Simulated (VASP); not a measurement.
# GaN (gallium nitride) (P6_3mc) in VASP: further runs

The runs below take GaN (gallium nitride) through single point, relaxation of cell and atoms, with r2SCAN.

Program: VASP 6.6.1. These are calculated values, not measurements. Logs are shortened: lines on timing, memory, paths and dates and some standing lists are left out, and cuts for length are marked.

## Step 1: The cell of the first run

The structure is hexagonal, space group P6_3mc (No. 186). Conventional cell: a = 3.183 Å, b = 3.183 Å, c = 5.183 Å, α = 90.00°, β = 90.00°, γ = 120.00°. Within 2.6 Å of Ga (site symmetry 3m) lie 4 N at 1.95 Å. N (site symmetry 3m) has 4 Ga at 1.95 Å within 2.6 Å.

## Step 2: Single point, r2SCAN

Input file POSCAR:

```
GaN
1.0
    3.1831168328      0.0000000000      0.0000000000
   -1.5915584164      2.7566600404      0.0000000000
    0.0000000000      0.0000000000      5.1833725835
Ga N
2 2
Direct
    0.3333333333      0.6666666667      0.0026078057
    0.6666666667      0.3333333333      0.5026078057
    0.3333333333      0.6666666667      0.3793921943
    0.6666666667      0.3333333333      0.8793921943
```

Input file INCAR.step1:

```
  PREC = Accurate
  ENCUT = 520
  ISMEAR = 0
  SIGMA = 0.01
  LREAL = F
  LASPH = T
  NELM = 80
  NBANDS = 26
  GGA = PE
  ALGO = Normal
  EDIFF = 1E-4
  LWAVE = T
  LCHARG = F
```

Input file INCAR.step2:

```
  PREC = Accurate
  ENCUT = 520
  EDIFF = 1E-6
  ISMEAR = 0
  SIGMA = 0.01
  LREAL = F
  LASPH = T
  NELM = 80
  ALGO = Normal
  ISIF = 2
  LWAVE = F
  LCHARG = F
  METAGGA = R2SCAN
  LMIXTAU = T
  NBANDS = 26
  ISTART = 1
```

Input file KPOINTS:

```
Automatic mesh
0
Gamma
  8 8 5
```

Potentials or basis: VASP PAW PBE potentials, release 64 (Ga_d, N).

On the command line:

```bash
$ cat potpaw_PBE.64/Ga_d/POTCAR potpaw_PBE.64/N/POTCAR > POTCAR
$ cp INCAR.step1 INCAR
$ mpirun -np 1 vasp_std > vasp.out
$ cp INCAR.step2 INCAR
$ mpirun -np 1 vasp_std > vasp.out
```

OUTCAR:

```text
PREC = Accurate
   ENCUT = 520
   EDIFF = 1E-6
   ISMEAR = 0
   LREAL = F
   LASPH = T
   NELM = 80
   ISIF = 2
   METAGGA = R2SCAN
   ISTART = 1

 ion  position               nearest neighbor table
   1  0.333  0.667  0.003-   4 1.95   4 1.95   4 1.95   3 1.95
   2  0.667  0.333  0.503-   3 1.95   3 1.95   3 1.95   4 1.95
   3  0.333  0.667  0.379-   2 1.95   2 1.95   2 1.95   1 1.95
   4  0.667  0.333  0.879-   1 1.95   1 1.95   1 1.95   2 1.95

  LATTYP: Found a hexagonal cell.
 ALAT       =     3.1831168328
 C/A-ratio  =     1.6283953294

  Lattice vectors:

 A1 = (   3.1831168328,   0.0000000000,   0.0000000000)
 A2 = (  -1.5915584164,   2.7566600404,   0.0000000000)
 A3 = (   0.0000000000,   0.0000000000,   5.1833725835)

Analysis of symmetry for initial positions (statically):
=====================================================================
 Subroutine PRICEL returns:
 Original cell was already a primitive cell.

 Routine SETGRP: Setting up the symmetry group for a
 hexagonal supercell.

 Subroutine GETGRP returns: Found 12 space group operations
 (whereof  6 operations were pure point group operations)
 out of a pool of 24 trial point group operations.

The static configuration has the point symmetry C_3v.
 The point group associated with its full space group is C_6v.

Analysis of symmetry for dynamics (positions and initial velocities):
=====================================================================
 Subroutine PRICEL returns:
 Original cell was already a primitive cell.

 Routine SETGRP: Setting up the symmetry group for a
 hexagonal supercell.

 Subroutine GETGRP returns: Found 12 space group operations
 (whereof  6 operations were pure point group operations)
 out of a pool of 24 trial point group operations.

The dynamic configuration has the point symmetry C_3v.
 The point group associated with its full space group is C_6v.

 Subroutine INISYM returns: Found 12 space group operations
 (whereof  6 operations are pure point group operations),
 and found     1 'primitive' translations

----------------------------------------------------------------------------------------

                                     Primitive cell

  volume of cell :      45.4829

  direct lattice vectors                    reciprocal lattice vectors
[... 83 lines left out ...]
   ISTART =      1    job   : 0-new  1-cont  2-samecut
   ICHARG =      0    charge: 1-file 2-atom 10-const
   ISPIN  =      1    spin polarized calculation?
   LNONCOLLINEAR =      F non collinear calculations
   LSORBIT =      F    spin-orbit coupling
   LASPH  =      T    aspherical Exc in radial PAW
   ENCUT  =  520.0 eV  38.22 Ry    6.18 a.u.   5.92  5.92  9.64*2*pi/ulx,y,z
   NELM   =     80;   NELMIN=  2; NELMDL=  0     # of ELM steps
   EDIFF  = 0.1E-05   stopping-criterion for ELM
   LREAL  =      F    real-space projection
   EDIFFG = 0.1E-04   stopping-criterion for IOM
   NSW    =      0    number of steps for IOM
   IBRION =     -1    ionic relax: 0-MD 1-quasi-New 2-CG
   NFREE  =      0    steps in history (QN), initial steepest desc. (CG)
   ISIF   =      2    stress and relaxation
   ISYM   =      2    0-nonsym 1-usesym 2-fastsym
   POTIM  = 0.5000    time-step for ionic-motion
   TEBEG  =    0.0;   TEEND  =   0.0 temperature during run
   PSTRESS=    0.0 pullay stress
   NELECT =      36.0000    total number of electrons
   NUPDOWN=      -1.0000    fix difference up-down
   EMIN   =  10.00;   EMAX   =-10.00  energy-range for DOS
   EFERMI =   0.00;   METHOD = LEGACY
   ISMEAR =     0;   SIGMA  =   0.01  broadening in eV -4-tet -1-fermi 0-gaus
   EFERMI_NEDOS =   21; number of points for ismear=-14 and -15
   IALGO  =     38    algorithm
   IMIX   =      4    mixing-type and parameters
     AMIX     =   0.40;   BMIX     =  1.00
     AMIX_MAG =   1.60;   BMIX_MAG =  1.00
  volume/ion in A,a.u.               =      11.37        76.73
  Fermi-wavevector in a.u.,A,eV,Ry     =   1.514350  2.861707 31.201641  2.293256
  Thomas-Fermi vector in A             =   2.624019
   LORBIT       =      0    0 simple, 1 ext, 2 COOP (PROOUT), +10 PAW based schemes
   METAGGA = R2SCAN    functional components
   LHFCALC =     F    Hartree Fock is set to
   AEXX    =    0.0000 exact exchange contribution
   IVDW    =     0    specifies the selected vdW correction
   LEPSILON=     F    determine dielectric tensor
   LRPA    =     F    only Hartree local field effects (RPA)
 non-spin polarized calculation
 Gauss-broadening in eV      SIGMA  =   0.01
  energy-cutoff  :      520.00
  volume of cell :       45.48
 maximum number of plane-waves:      1244
 NGX is ok and might be reduce to    24
   NGX = 11   NGY = 11   NGZ = 19

 number of electron      35.9999998 magnetization

 Free energy of the ion-electron system (eV)
  ---------------------------------------------------
  ext. energy  EPLUGINS =         0.00000000
  ---------------------------------------------------
  free energy    TOTEN  =       -43.82153525 eV

  energy without entropy =      -43.82153525  energy(sigma->0) =      -43.82153525

 E-fermi :   5.2125     XC(G=0): -12.6640

 val. band max:        5.1021080407   @ k =   0.0000   0.0000   0.0000
 cond. band min:       7.4463012447   @ k =   0.0000   0.0000   0.0000
 fundamental gap:      2.3441932040
 Fermi energy:         5.2124810009

 k-point     1 :       0.0000    0.0000    0.0000
  band No.  band energies     occupation
      1     -11.7106      2.00000
      2     -10.7039      2.00000
      3      -8.7262      2.00000
      4      -8.7108      2.00000
      5      -8.7108      2.00000
      6      -8.6423      2.00000
[... 685 lines left out ...]
     25      17.5123      0.00000
     26      18.5397      0.00000

 [... further k-points ...]
[... 5 lines left out ...]
  --------------------------------------------------------------------------------------
  -------------------------------------------------------------------------------------
  Total        0.3240302      0.3240302      0.3100462      0.0000000      0.0000000     -0.0000000
  in kB       11.4142627     11.4142627     10.9216628      0.0000000      0.0000000     -0.0000000
  external PRESSURE =      11.2500627 kB  Pullay stress =       0.0000000 kB

 VOLUME and BASIS-vectors are now :
 -----------------------------------------------------------------------------
  energy-cutoff  :      520.00
  volume of cell :       45.48
      direct lattice vectors                 reciprocal lattice vectors
     3.183116833  0.000000000  0.000000000     0.314157492  0.181378912  0.000000000
    -1.591558416  2.756660040  0.000000000     0.000000000  0.362757825  0.000000000
     0.000000000  0.000000000  5.183372583     0.000000000  0.000000000  0.192924584

 POSITION                                       TOTAL-FORCE (eV/Angst)
 -----------------------------------------------------------------------------------
     -0.00000      1.83777      0.01352         0.000000     -0.000000      0.010689
      1.59156      0.91889      2.60520        -0.000000      0.000000      0.010689
     -0.00000      1.83777      1.96653         0.000000      0.000000     -0.010689
      1.59156      0.91889      4.55822         0.000000      0.000000     -0.010689
 -----------------------------------------------------------------------------------
    total drift:                                0.000001      0.000003      0.045909

  FREE ENERGIE OF THE ION-ELECTRON SYSTEM (eV)
  ---------------------------------------------------
  free  energy   TOTEN  =       -43.8215352528 eV

  energy  without entropy=      -43.8215352528  energy(sigma->0) =      -43.82153525
```

OSZICAR.step1:

```text
N       E                     dE             d eps       ncg     rms          rms(c)
DAV:   1     0.278235813613E+03    0.27824E+03   -0.17666E+04  1712   0.258E+03
DAV:   2     0.781113016192E+01   -0.27042E+03   -0.25393E+03  1720   0.487E+02
DAV:   3    -0.271028325649E+02   -0.34914E+02   -0.34443E+02  1816   0.142E+02
DAV:   4    -0.283019681530E+02   -0.11991E+01   -0.11935E+01  1862   0.282E+01
DAV:   5    -0.283288557897E+02   -0.26888E-01   -0.26858E-01  1926   0.405E+00    0.110E+01
DAV:   6    -0.242180669464E+02    0.41108E+01   -0.10102E+01  2592   0.492E+01    0.307E+00
DAV:   7    -0.243146144358E+02   -0.96547E-01   -0.14066E+00  1670   0.900E+00    0.271E+00
DAV:   8    -0.243098550654E+02    0.47594E-02   -0.14208E-01  2596   0.504E+00    0.784E-01
DAV:   9    -0.242961743112E+02    0.13681E-01   -0.45802E-02  2598   0.363E+00    0.341E-01
DAV:  10    -0.242967171920E+02   -0.54288E-03   -0.40679E-03  1624   0.404E-01    0.658E-02
DAV:  11    -0.242966823978E+02    0.34794E-04   -0.33683E-04  1776   0.345E-01
   1 F= -.24296682E+02 E0= -.24296682E+02  d E =-.137922E-40
```

Wall time 78 s (1 thread of AMD EPYC 9R45 (Zen 5), shared host); peak memory 0.15 GiB.

What came out:

```yaml
Free_energy: -43.8215 eV
Pressure: 1.1 GPa
Largest_force: 0.011 eV/Å
Band_gap_on_the_k_mesh: 2.34 eV, direct
```

Forces on the atoms (eV/Å):
```
Ga   0.000  0.000  0.011
Ga   0.000  0.000  0.011
N    0.000  0.000 -0.011
N    0.000  0.000 -0.011
```

Levels at points of the mesh, in eV from the valence-band top:
```csv
k point,band 16,band 17,band 18,band 19,band 20,band 21
"(0.00, 0.00, 0.00)",-0.04,0.00,0.00,2.34,4.81,9.96
"(0.50, 0.00, 0.00)",-2.84,-2.24,-1.03,5.58,6.12,6.55
```

Caveat: the PAW data sets were made with another functional, which shifts forces and pressure a little. r2SCAN opens gaps a little over a GGA but as a rule still falls short of measured ones.

## Step 3: Relaxation of cell and atoms, r2SCAN

This run uses another cell than the first one, of 11.27 Å³/atom, 0.991 times its volume.

Input file POSCAR:

```
GaN
1.0
    3.1920514469      0.0000000000      0.0000000000
   -1.5960257235      2.7643976433      0.0000000000
    0.0000000000      0.0000000000      5.1101543408
Ga N
2 2
Direct
    0.3333333333      0.6666666667      0.0000000000
    0.6666666667      0.3333333333      0.5000000000
    0.3333333333      0.6666666667      0.3820000000
    0.6666666667      0.3333333333      0.8820000000
```

Input file INCAR.step1:

```
ALGO = Normal
EDIFF = 1E-4
ENCUT = 600
GGA = PE
ISMEAR = 0
LASPH = True
LCHARG = False
LREAL = False
LWAVE = True
NELM = 60
PREC = Accurate
SIGMA = 0.01
```

Input file INCAR.step2:

```
ALGO = Normal
EDIFF = 1E-6
EDIFFG = -0.003
ENCUT = 600
IBRION = 2
ISIF = 3
ISMEAR = 0
ISTART = 1
LASPH = True
LCHARG = False
LMIXTAU = True
LREAL = False
LWAVE = False
METAGGA = R2SCAN
NELM = 60
NSW = 100
PREC = Accurate
SIGMA = 0.01
```

Input file KPOINTS:

```
k-points
0
Gamma
  8 8 5
```

Potentials or basis: VASP PAW PBE potentials, release 64 (Ga_d, N).

On the command line:

```bash
$ cat potpaw_PBE.64/Ga_d/POTCAR potpaw_PBE.64/N/POTCAR > POTCAR
$ cp INCAR.step1 INCAR
$ mpirun -np 1 vasp_std > vasp.out
$ cp INCAR.step2 INCAR
$ mpirun -np 1 vasp_std > vasp.out
```

OUTCAR:

```text
EDIFF = 1E-6
   EDIFFG = -0.003
   ENCUT = 600
   IBRION = 2
   ISIF = 3
   ISMEAR = 0
   ISTART = 1
   LASPH = True
   LREAL = False
   METAGGA = R2SCAN
   NELM = 60
   NSW = 100
   PREC = Accurate

 ion  position               nearest neighbor table
   1  0.333  0.667  0.000-   4 1.94   4 1.94   4 1.94   3 1.95
   2  0.667  0.333  0.500-   3 1.94   3 1.94   3 1.94   4 1.95
   3  0.333  0.667  0.382-   2 1.94   2 1.94   2 1.94   1 1.95
   4  0.667  0.333  0.882-   1 1.94   1 1.94   1 1.94   2 1.95

  LATTYP: Found a hexagonal cell.
 ALAT       =     3.1920514469
 C/A-ratio  =     1.6008997429

  Lattice vectors:

 A1 = (   3.1920514469,   0.0000000000,   0.0000000000)
 A2 = (  -1.5960257235,   2.7643976433,   0.0000000000)
 A3 = (   0.0000000000,   0.0000000000,   5.1101543408)

Analysis of symmetry for initial positions (statically):
[... 449 lines left out ...]
 Free energy of the ion-electron system (eV)
  ---------------------------------------------------
  ext. energy  EPLUGINS =         0.00000000
  ---------------------------------------------------
  free energy    TOTEN  =       -43.82250939 eV

  energy without entropy =      -43.82250939  energy(sigma->0) =      -43.82250939

 E-fermi :   5.0969     XC(G=0): -12.6314

 val. band max:        5.0431471536   @ k =   0.0000   0.0000   0.0000
 cond. band min:       7.3497022037   @ k =   0.0000   0.0000   0.0000
 fundamental gap:      2.3065550501
 Fermi energy:         5.0969351584

 k-point     1 :       0.0000    0.0000    0.0000
  band No.  band energies     occupation
      1     -11.7227      2.00000
      2     -10.7331      2.00000
      3      -8.7834      2.00000
      4      -8.7673      2.00000
      5      -8.7673      2.00000
      6      -8.7000      2.00000
[... 589 lines left out ...]
     21      13.1923      0.00000
     22      13.7186      0.00000

 [... further k-points ...]
[... 5 lines left out ...]
  --------------------------------------------------------------------------------------
  -------------------------------------------------------------------------------------
  Total        0.0011648      0.0011648     -0.0034968     -0.0000000      0.0000000      0.0000000
  in kB        0.0408078      0.0408078     -0.1225115     -0.0000000      0.0000000      0.0000000
  external PRESSURE =      -0.0136320 kB  Pullay stress =       0.0000000 kB
[... 19 lines left out ...]
  FREE ENERGIE OF THE ION-ELECTRON SYSTEM (eV)
  ---------------------------------------------------
  free  energy   TOTEN  =       -43.8225093856 eV

  energy  without entropy=      -43.8225093856  energy(sigma->0) =      -43.82250939

 reached required accuracy - stopping structural energy minimisation
```

OSZICAR.step1:

```text
N       E                     dE             d eps       ncg     rms          rms(c)
DAV:   1     0.291902067641E+03    0.29190E+03   -0.20120E+04  1358   0.334E+03
DAV:   2     0.868731091861E+01   -0.28321E+03   -0.27388E+03  1464   0.564E+02
DAV:   3    -0.268493735998E+02   -0.35537E+02   -0.35219E+02  1550   0.163E+02
DAV:   4    -0.283156153426E+02   -0.14662E+01   -0.14610E+01  1880   0.349E+01
DAV:   5    -0.283373047106E+02   -0.21689E-01   -0.21682E-01  1470   0.374E+00    0.110E+01
DAV:   6    -0.241532943118E+02    0.41840E+01   -0.15219E+01  2388   0.593E+01    0.305E+00
DAV:   7    -0.242927186933E+02   -0.13942E+00   -0.19312E+00  1434   0.123E+01    0.272E+00
DAV:   8    -0.242961071602E+02   -0.33885E-02   -0.30353E-01  2012   0.946E+00    0.888E-01
DAV:   9    -0.242712425999E+02    0.24865E-01   -0.12508E-01  2336   0.628E+00    0.328E-01
DAV:  10    -0.242722996663E+02   -0.10571E-02   -0.71591E-03  1550   0.926E-01    0.128E-01
DAV:  11    -0.242722627832E+02    0.36883E-04   -0.14216E-03  1928   0.766E-01    0.190E-02
DAV:  12    -0.242722782275E+02   -0.15444E-04   -0.14992E-04  1170   0.121E-01
   1 F= -.24272278E+02 E0= -.24272278E+02  d E =-.798597E-30
```

It took 10 min on 1 thread of Intel Xeon Platinum 8375C at 2.90GHz (Ice Lake), shared host; peak memory 0.21 GiB.

What came out:

```yaml
Free_energy: -43.8225 eV
Relaxed_volume: 11.43 Å³/atom
Relaxed_cell: a = 3.189 Å, b = 3.189 Å, c = 5.192 Å, α = 90.00°, β = 90.00°, γ = 120.00°
Space_group_after_relaxing_to_0.05_Å: P6_3mc (No. 186)
Energy_gained_by_relaxing: 3.9 meV/atom
Ionic_steps: 8
Pressure_after_relaxing: 0.0 GPa
Band_gap_on_the_k_mesh: 2.31 eV, direct
```

Step by step:
```
step  energy change (eV)  largest force (eV/Å)  pressure (GPa)  volume (Å³)
   1              0.0000                0.1494            2.82        45.09
   2             -0.0083                0.0974           -2.74        46.40
   3             -0.0116                0.1174           -0.82        45.94
   4             -0.0154                0.0389           -0.18        45.77
   5             -0.0156                0.0162            0.00        45.73
   6             -0.0156                0.0138            0.03        45.72
   7             -0.0156                0.0129           -0.02        45.74
   8             -0.0156                0.0003            0.00        45.73
```

Final structure:
```xyz
4
Lattice="3.1890 0.0000 0.0000 -1.5945 2.7617 0.0000 0.0000 0.0000 5.1924" Properties=species:S:1:pos:R:3 pbc="T T T"
Ga    0.0000    1.8412    0.0136
Ga    1.5945    0.9206    2.6098
N     0.0000    1.8412    1.9699
N     1.5945    0.9206    4.5662
```

Caveat: the PAW data sets were made with another functional, which shifts forces and pressure a little. r2SCAN opens gaps a little over a GGA but as a rule still falls short of measured ones.

## Step 4: Single point, r2SCAN

Input file POSCAR:

```
GaN
1.0
    3.1831168328      0.0000000000      0.0000000000
   -1.5915584164      2.7566600404      0.0000000000
    0.0000000000      0.0000000000      5.1833725835
Ga N
2 2
Direct
    0.3333333333      0.6666666667      0.0026078057
    0.6666666667      0.3333333333      0.5026078057
    0.3333333333      0.6666666667      0.3793921943
    0.6666666667      0.3333333333      0.8793921943
```

Input file INCAR.step1:

```
  PREC = Accurate
  ENCUT = 910
  ISMEAR = 0
  SIGMA = 0.01
  LREAL = F
  LASPH = T
  NELM = 120
  NBANDS = 26
  GGA = PE
  ALGO = Normal
  EDIFF = 1E-5
  LWAVE = T
  LCHARG = F
  GGA_COMPAT = F
```

Input file INCAR.step2:

```
  PREC = Accurate
  ENCUT = 910
  EDIFF = 1E-6
  ISMEAR = 0
  SIGMA = 0.01
  LREAL = F
  LASPH = T
  NELM = 120
  ALGO = Normal
  ISIF = 2
  LWAVE = F
  LCHARG = F
  METAGGA = R2SCAN
  LMIXTAU = T
  NBANDS = 26
  ISTART = 1
  GGA_COMPAT = F
```

Input file KPOINTS:

```
Automatic mesh
0
Gamma
  8 8 5
```

Potentials or basis: VASP PAW PBE potentials, release 64 (Ga_d, N_h).

On the command line:

```bash
$ cat potpaw_PBE.64/Ga_d/POTCAR potpaw_PBE.64/N_h/POTCAR > POTCAR
$ cp INCAR.step1 INCAR
$ mpirun -np 1 vasp_std > vasp.out
$ cp INCAR.step2 INCAR
$ mpirun -np 1 vasp_std > vasp.out
```

Run time: 2.4 min. Hardware: 1 thread of Intel Xeon 6975P-C (Granite Rapids), shared host; peak memory 0.26 GiB.

The run converged. Its results:

- Free energy: -43.8197 eV
- Pressure: 1.0 GPa
- Largest force: 0.006 eV/Å
- Band gap on the k mesh: 2.34 eV, direct

Forces on the atoms (eV/Å):
```
Ga   0.000  0.000  0.006
Ga   0.000  0.000  0.006
N    0.000  0.000 -0.006
N    0.000  0.000 -0.006
```

Levels at points of the mesh, in eV from the valence-band top:
```tsv
k point	band 14	band 15	band 16	band 17	band 18	band 19	band 20	band 21	band 22	band 23
(0.00, 0.00, 0.00)	-1.07	-1.07	-0.04	0.00	0.00	2.34	4.81	9.96	10.59	10.59
(0.50, 0.00, 0.00)	-5.39	-4.30	-2.83	-2.24	-1.03	5.58	6.12	6.55	9.35	11.07
```

Caveat: the cutoff is under 1.25 times the usual one of these potentials, so pressure, stress and relaxed cells hold a basis-set (Pulay) error; the PAW data sets were made with another functional, which shifts forces and pressure a little. r2SCAN opens gaps a little over a GGA but as a rule still falls short of measured ones.

## Step 5: Summary

| task | potentials or basis | cell | cutoff (eV) | second run | gap on the mesh (eV) | pressure (GPa) | largest force (eV/Å) |
| --- | --- | --- | --- | --- | --- | --- | --- |
| single point | VASP PAW PBE potentials, release 64 (Ga_d, N) | a = 3.183, b = 3.183, c = 5.183 Å, angles 90.0, 90.0, 120.0°, 4 atoms | 520 | - | 2.34 | 1.1 | 0.01 |
| relaxation of cell and atoms | VASP PAW PBE potentials, release 64 (Ga_d, N) | relaxed from a = 3.192, b = 3.192, c = 5.110 Å, angles 90.0, 90.0, 120.0°, 4 atoms | 600 | - | 2.31 | 0.0 | - |
| single point | VASP PAW PBE potentials, release 64 (Ga_d, N_h) | a = 3.183, b = 3.183, c = 5.183 Å, angles 90.0, 90.0, 120.0°, 4 atoms | 910 | hard_potentials | 2.34 | 1.0 | 0.01 |

Alike in all rows: level r2SCAN; no spin polarisation; k mesh 8 × 8 × 5; smearing gaussian 0.01 eV.

Caveats: the PAW data sets were made with another functional, which shifts forces and pressure a little; the cutoff is under 1.25 times the usual one of these potentials, so pressure, stress and relaxed cells hold a basis-set (Pulay) error (some runs).

Absolute energies hang on the potentials; compare differences alone.
